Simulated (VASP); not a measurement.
Runs of VASP 6.6.1 on Ag. The structure is that of space group Fm-3m (No. 225), or close to it. The cells are those of the table. 

```csv
task,cell,k mesh,cutoff (eV),smearing,gap on the mesh (eV),pressure (GPa)
relaxation of cell and atoms,"relaxed from a = 2.889 Å, angles 60.0°, 1 atom",18 × 18 × 18,600,gaussian 0.1 eV,none,0.0
single point,"a = 2.889 Å, angles 60.0°, 1 atom",8 × 8 × 8,520,gaussian 0.1 eV,none,5.2
relaxation of cell and atoms,"relaxed from a = 2.932 Å, angles 60.0°, 1 atom",20 × 20 × 20,500,fermi-dirac 0.15 eV,none,0.0
single point,"a = 2.932 Å, angles 60.0°, 1 atom",18 × 18 × 18,520,gaussian 0.1 eV,none,(a)
```

Alike in all rows: level PBE; potentials or basis VASP PAW PBE potentials, release 64 (Ag); no spin polarisation.

Problem. Fill in the values left out.

Solution. (a) -0.1.

Caveats: the relaxation stopped at its first step, so nothing moved (some runs).

A k mesh can miss the band edges, and the runs leave out spin-orbit coupling on Ag.

A gap of «none» marks levels without a gap at the run's occupations.
